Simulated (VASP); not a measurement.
Input of a VASP 6.6.1 run:

The input INCAR:

```
SYSTEM = Bi2Se5
ALGO = Normal
EDIFF = 1E-6
ENCUT = 520
GGA = PE
ISIF = 2
ISMEAR = 0
LASPH = .True.
LCHARG = .False.
LREAL = .False.
LWAVE = .False.
NBANDS = 39
NELM = 60
PREC = Accurate
SIGMA = 0.1
```

File KPOINTS:

```
k-points
0
Gamma
  12 12 2
  0 0 0
```

Contents of POSCAR:

```
Bi2Se5
1.0
    4.0898882484      0.0000000000      0.0000000000
   -2.0449441242      3.5419471217      0.0000000000
    0.0000000000      0.0000000000     15.9677142480
Bi Se
2 5
Direct
    0.6666666667      0.3333333333      0.8752160154
    0.3333333333      0.6666666667      0.1247839846
    0.3333333333      0.6666666667      0.7739265815
    0.0000000000      0.0000000000      0.4314726684
    0.0000000000      0.0000000000      0.5685273316
    0.6666666667      0.3333333333      0.2260734185
    0.0000000000      0.0000000000      0.0000000000
```

Potentials or basis: VASP PAW PBE potentials, release 64 (Bi_d, Se).

Launch:

```console
$ cat potpaw_PBE.64/Bi_d/POTCAR potpaw_PBE.64/Se/POTCAR > POTCAR
$ mpirun -np 1 vasp_std > vasp.out
```

Question: Predict the band gap on the k mesh.

Answer: Zero (bands 30 and 31 overlap by 1.14 eV).

Question: Estimate the largest force.

Answer: 0.057 eV/Å.

Question: Estimate the pressure.

Answer: 0.0 GPa.

Stress tensor (GPa, compression positive):
```
0.01 0.00 0.00
0.00 0.01 0.00
0.00 0.00 0.10
```

Caveat: spin-orbit coupling is left out, which moves the levels of the heavy elements; this functional lacks dispersion, which binds the layers, so the pressure and a relaxed spacing across them are unreliable.
